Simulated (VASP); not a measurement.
# BN (R3m) in VASP: further runs, part 2 of 2

VASP 6.6.1. Earlier steps stand in the parts before.

### 3 Single point, LDA (atom 1 (B) moved by (+0.000, -0.100) A along x and z)

Input file INCAR:

```
SYSTEM = BN
PREC = Accurate ; ENCUT = 600
EDIFF = 1E-6 ; ISMEAR = 0
SIGMA = 0.05 ; LREAL = .False.
LASPH = .True. ; NELM = 120
ALGO = Normal ; ISIF = 2
LWAVE = .False. ; LCHARG = .False.
NBANDS = 11 ; GGA_COMPAT = .False.
```

Input file KPOINTS:

```
Automatic mesh
0
Gamma
  12 12 12
  0 0 0
```

Input file POSCAR:

```
BN
1.0
    1.2511217832      0.7223354983      3.3729344033
   -1.2511217832      0.7223354983      3.3729344033
    0.0000000000     -1.4446709967      3.3729344033
B N
1 1
Direct
    0.9897886084      0.9897886084      0.9897886084
    0.3327618000      0.3327618000      0.3327618000
```

Potentials or basis: VASP PAW LDA potentials, release 64 (B, N).

Run with:

```
$ cat potpaw_LDA.64/B/POTCAR potpaw_LDA.64/N/POTCAR > POTCAR
$ mpirun -np 1 vasp_std > vasp.out
```

OUTCAR:

```text
SYSTEM = BN
   PREC = Accurate
   ENCUT = 600
   EDIFF = 1E-6
   ISMEAR = 0
   LREAL = .False.
   LASPH = .True.
   NELM = 120
   ISIF = 2

 ion  position               nearest neighbor table
   1  0.990  0.990  0.990-   2 1.45   2 1.45   2 1.45
   2  0.333  0.333  0.333-   1 1.45   1 1.45   1 1.45

  LATTYP: Found a trigonal (rhomboedric) cell.
 ALAT       =     3.6692997666
 COS(alpha) =     0.7674786796

  Lattice vectors:

 A1 = (   1.2511217832,   0.7223354983,   3.3729344033)
 A2 = (  -1.2511217832,   0.7223354983,   3.3729344033)
 A3 = (   0.0000000000,  -1.4446709967,   3.3729344033)

Analysis of symmetry for initial positions (statically):
=====================================================================
 Subroutine PRICEL returns:
 Original cell was already a primitive cell.

 Routine SETGRP: Setting up the symmetry group for a
 trigonal (rhombohedral) supercell.

 Subroutine GETGRP returns: Found  6 space group operations
 (whereof  6 operations were pure point group operations)
 out of a pool of 12 trial point group operations.

The static configuration has the point symmetry C_3v.

Analysis of symmetry for dynamics (positions and initial velocities):
=====================================================================
 Subroutine PRICEL returns:
 Original cell was already a primitive cell.

 Routine SETGRP: Setting up the symmetry group for a
 trigonal (rhombohedral) supercell.

 Subroutine GETGRP returns: Found  6 space group operations
 (whereof  6 operations were pure point group operations)
 out of a pool of 12 trial point group operations.

The dynamic configuration has the point symmetry C_3v.

 Subroutine INISYM returns: Found  6 space group operations
 (whereof  6 operations are pure point group operations),
 and found     1 'primitive' translations

[... 115 lines left out ...]
  volume/ion in A,a.u.               =       9.14        61.71
  Fermi-wavevector in a.u.,A,eV,Ry     =   1.242717  2.348395 21.012099  1.544346
  Thomas-Fermi vector in A             =   2.377059
   LORBIT       =      0    0 simple, 1 ext, 2 COOP (PROOUT), +10 PAW based schemes
   GGA     = CA    functional components
   LHFCALC =     F    Hartree Fock is set to
   AEXX    =    0.0000 exact exchange contribution
   IVDW    =     0    specifies the selected vdW correction
   LEPSILON=     F    determine dielectric tensor
   LRPA    =     F    only Hartree local field effects (RPA)
 non-spin polarized calculation
 Gauss-broadening in eV      SIGMA  =   0.05
  energy-cutoff  :      600.00
  volume of cell :       18.29
 maximum number of plane-waves:       624
 NGX is ok and might be reduce to    30
   NGX = 15   NGY = 15   NGZ = 15

 number of electron       8.0000000 magnetization

 Free energy of the ion-electron system (eV)
  ---------------------------------------------------
  ext. energy  EPLUGINS =         0.00000000
  ---------------------------------------------------
  free energy    TOTEN  =       -19.22222816 eV

  energy without entropy =      -19.22222816  energy(sigma->0) =      -19.22222816

 E-fermi :   2.3000     XC(G=0): -10.4429

 val. band max:        2.0025282132   @ k =  -0.3333   0.3333   0.0000
 cond. band min:       5.9009379530   @ k =   0.5000   0.5000  -0.0000
 fundamental gap:      3.8984097398
 Fermi energy:         2.2999659608

 k-point     1 :       0.0000    0.0000    0.0000
  band No.  band energies     occupation
      1     -15.5400      2.00000
      2      -2.1666      2.00000
      3       0.7789      2.00000
      4       0.7789      2.00000
      5       6.6893      0.00000
      6      13.5788      0.00000
      7      13.5788      0.00000
      8      15.0728      0.00000
      9      16.8113      0.00000
     10      27.6626      0.00000
     11      29.3076      0.00000
[... 309 lines left out ...]
 k-point    24 :      -0.4167    0.1667    0.0000
  band No.  band energies     occupation
      1     -12.0449      2.00000
      2      -6.5313      2.00000
      3      -3.3383      2.00000
      4       1.6516      2.00000
      5       7.0933      0.00000
      6      13.1147      0.00000
      7      15.5387      0.00000
      8      16.0233      0.00000
      9      19.3378      0.00000
     10      22.2881      0.00000
     11      25.0282      0.00000

 [... further k-points ...]
[... 5 lines left out ...]
  --------------------------------------------------------------------------------------
  -------------------------------------------------------------------------------------
  Total       -0.6618782     -0.6618782     -0.2612779      0.0000000      0.0000000     -0.0000000
  in kB      -57.9817069    -57.9817069    -22.8884109      0.0000000      0.0000000     -0.0000000
  external PRESSURE =     -46.2839416 kB  Pullay stress =       0.0000000 kB

 VOLUME and BASIS-vectors are now :
 -----------------------------------------------------------------------------
  energy-cutoff  :      600.00
  volume of cell :       18.29
      direct lattice vectors                 reciprocal lattice vectors
     1.251121783  0.722335498  3.372934403     0.399641351  0.230733042  0.098825916
    -1.251121783  0.722335498  3.372934403    -0.399641351  0.230733042  0.098825916
     0.000000000 -1.444670997  3.372934403     0.000000000 -0.461466083  0.098825916

 POSITION                                       TOTAL-FORCE (eV/Angst)
 -----------------------------------------------------------------------------------
      0.00000     -0.00000     10.01548         0.000000     -0.000000      1.334069
      0.00000     -0.00000      3.36715         0.000000      0.000000     -1.334069
 -----------------------------------------------------------------------------------
    total drift:                               -0.000000     -0.000000      0.000600

  FREE ENERGIE OF THE ION-ELECTRON SYSTEM (eV)
  ---------------------------------------------------
  free  energy   TOTEN  =       -19.2222281568 eV

  energy  without entropy=      -19.2222281568  energy(sigma->0) =      -19.22222816
```

stdout:

```text
POSCAR found type information on POSCAR B N
 POSCAR found :  2 types and       2 ions
 scaLAPACK will be used
 LDA part: xc-table for (Slater(with rela. corr.)+CA(PZ))
 , standard interpolation
 POSCAR, INCAR and KPOINTS ok, starting setup
 FFT: planning ... GRIDC
 FFT: planning ... GRID_SOFT
 FFT: planning ... GRID
 WAVECAR not read
 entering main loop
```

It took 41 s on 1 thread of AMD EPYC 9R45 (Zen 5), shared host; peak memory 0.14 GiB.

Results:

```
Free energy            : -19.2222 eV
Pressure               : -4.6 GPa
Largest force          : 1.334 eV/Å
Band gap on the k mesh : 3.90 eV, indirect (least direct gap 4.50 eV)
```

Forces in eV/Å, atoms in the order of the input:
```
B    0.000  0.000  1.334
N    0.000  0.000 -1.334
```

Levels at points of the mesh, in eV from the valence-band top:
| k point | band 2 | band 3 | band 4 | band 5 | band 6 | band 7 |
| --- | --- | --- | --- | --- | --- | --- |
| (0.00, 0.00, 0.00) | -4.17 | -1.22 | -1.22 | 4.69 | 11.58 | 11.58 |
| (0.50, 0.00, 0.00) | -8.86 | -4.01 | -0.65 | 5.25 | 9.75 | 12.80 |
| (0.50, 0.50, 0.00) | -8.73 | -4.07 | -1.14 | 3.90 | 9.92 | 14.01 |
| (0.50, 0.50, 0.50) | -6.23 | -1.24 | -1.24 | 9.65 | 11.48 | 11.48 |

Caveat: the cell differs from its parent crystal (atom 1 (B) moved by (+0.000, -0.100) A along x and z); forces of over 1 eV/Å act on the atoms, so gaps and moduli don't describe the material at rest.

### 4 Single point, LDA (atom 1 (B) moved by (+0.000, +0.100) A along x and z)

Input file INCAR:

```
PREC = Accurate
ENCUT = 600
EDIFF = 1E-6
ISMEAR = 0
SIGMA = 0.05
LREAL = F
LASPH = T
NELM = 120
ALGO = Normal
ISIF = 2
LWAVE = F
LCHARG = F
NBANDS = 11
GGA_COMPAT = F
```

Input file KPOINTS:

```
Automatic mesh
0
Gamma
  12 12 12
```

POSCAR, as its differences from that of step 3:

```diff
@@ -8,3 +8,3 @@
 Direct
-    0.9897886084      0.9897886084      0.9897886084
+    1.0095537916      1.0095537916      1.0095537916
     0.3327618000      0.3327618000      0.3327618000
```

Potentials or basis: VASP PAW LDA potentials, release 64 (B, N).

Run with:

```
$ cat potpaw_LDA.64/B/POTCAR potpaw_LDA.64/N/POTCAR > POTCAR
$ mpirun -np 1 vasp_std > vasp.out
```

OUTCAR:

```text
PREC = Accurate
   ENCUT = 600
   EDIFF = 1E-6
   ISMEAR = 0
   LREAL = F
   LASPH = T
   NELM = 120
   ISIF = 2

 ion  position               nearest neighbor table
   1  0.010  0.010  0.010-   2 1.45   2 1.45   2 1.45
   2  0.333  0.333  0.333-   1 1.45   1 1.45   1 1.45

  LATTYP: Found a trigonal (rhomboedric) cell.
 ALAT       =     3.6692997666
 COS(alpha) =     0.7674786796

  Lattice vectors:

 A1 = (   1.2511217832,   0.7223354983,   3.3729344033)
 A2 = (  -1.2511217832,   0.7223354983,   3.3729344033)
 A3 = (   0.0000000000,  -1.4446709967,   3.3729344033)

Analysis of symmetry for initial positions (statically):
=====================================================================
 Subroutine PRICEL returns:
 Original cell was already a primitive cell.

 Routine SETGRP: Setting up the symmetry group for a
 trigonal (rhombohedral) supercell.

 Subroutine GETGRP returns: Found  6 space group operations
 (whereof  6 operations were pure point group operations)
 out of a pool of 12 trial point group operations.

The static configuration has the point symmetry C_3v.

[... 163 lines left out ...]
 val. band max:        1.9809856020   @ k =  -0.3333   0.3333   0.0000
 cond. band min:       6.1788776814   @ k =   0.5000   0.5000  -0.0000
 fundamental gap:      4.1978920793
 Fermi energy:         2.2593909945

 k-point     1 :       0.0000    0.0000    0.0000
  band No.  band energies     occupation
      1     -15.5404      2.00000
      2      -2.1601      2.00000
      3       0.7867      2.00000
      4       0.7867      2.00000
      5       6.6720      0.00000
      6      13.5492      0.00000
      7      13.5492      0.00000
      8      15.0083      0.00000
      9      16.8392      0.00000
     10      27.6319      0.00000
     11      29.6224      0.00000
[... 309 lines left out ...]
 k-point    24 :      -0.4167    0.1667    0.0000
  band No.  band energies     occupation
      1     -12.0435      2.00000
      2      -6.5342      2.00000
      3      -3.3333      2.00000
      4       1.7113      2.00000
      5       6.8668      0.00000
      6      13.5922      0.00000
      7      15.0061      0.00000
      8      16.1558      0.00000
      9      19.5266      0.00000
     10      23.0347      0.00000
     11      24.7527      0.00000

 [... further k-points ...]
[... 5 lines left out ...]
  --------------------------------------------------------------------------------------
  -------------------------------------------------------------------------------------
  Total       -0.6437644     -0.6437644     -0.3412253      0.0000000      0.0000000      0.0000000
  in kB      -56.3949052    -56.3949052    -29.8919408      0.0000000      0.0000000      0.0000000
  external PRESSURE =     -47.5605837 kB  Pullay stress =       0.0000000 kB

 VOLUME and BASIS-vectors are now :
 -----------------------------------------------------------------------------
  energy-cutoff  :      600.00
  volume of cell :       18.29
      direct lattice vectors                 reciprocal lattice vectors
     1.251121783  0.722335498  3.372934403     0.399641351  0.230733042  0.098825916
    -1.251121783  0.722335498  3.372934403    -0.399641351  0.230733042  0.098825916
     0.000000000 -1.444670997  3.372934403     0.000000000 -0.461466083  0.098825916

 POSITION                                       TOTAL-FORCE (eV/Angst)
 -----------------------------------------------------------------------------------
      0.00000     -0.00000      0.09667         0.000000      0.000000     -1.331123
      0.00000     -0.00000      3.36715         0.000000     -0.000000      1.331123
 -----------------------------------------------------------------------------------
    total drift:                               -0.000000     -0.000000     -0.000475

  FREE ENERGIE OF THE ION-ELECTRON SYSTEM (eV)
  ---------------------------------------------------
  free  energy   TOTEN  =       -19.2220188469 eV

  energy  without entropy=      -19.2220188469  energy(sigma->0) =      -19.22201885
```

stdout:

```text
POSCAR found type information on POSCAR B N
 POSCAR found :  2 types and       2 ions
 scaLAPACK will be used
 LDA part: xc-table for (Slater(with rela. corr.)+CA(PZ))
 , standard interpolation
 POSCAR, INCAR and KPOINTS ok, starting setup
 FFT: planning ... GRIDC
 FFT: planning ... GRID_SOFT
 FFT: planning ... GRID
 WAVECAR not read
 entering main loop
```

Run time: 41 s. Hardware: 1 thread of AMD EPYC 9R45 (Zen 5), shared host; peak memory 0.14 GiB.

What came out:

- Free energy: -19.2220 eV
- Pressure: -4.8 GPa
- Largest force: 1.331 eV/Å
- Band gap on the k mesh: 4.20 eV, indirect (least direct gap 4.57 eV)

Forces on the atoms (eV/Å):
```
B    0.000  0.000 -1.331
N    0.000  0.000  1.331
```

Caveat: the cell differs from its parent crystal (atom 1 (B) moved by (+0.000, +0.100) A along x and z); forces of over 1 eV/Å act on the atoms, so gaps and moduli don't describe the material at rest.
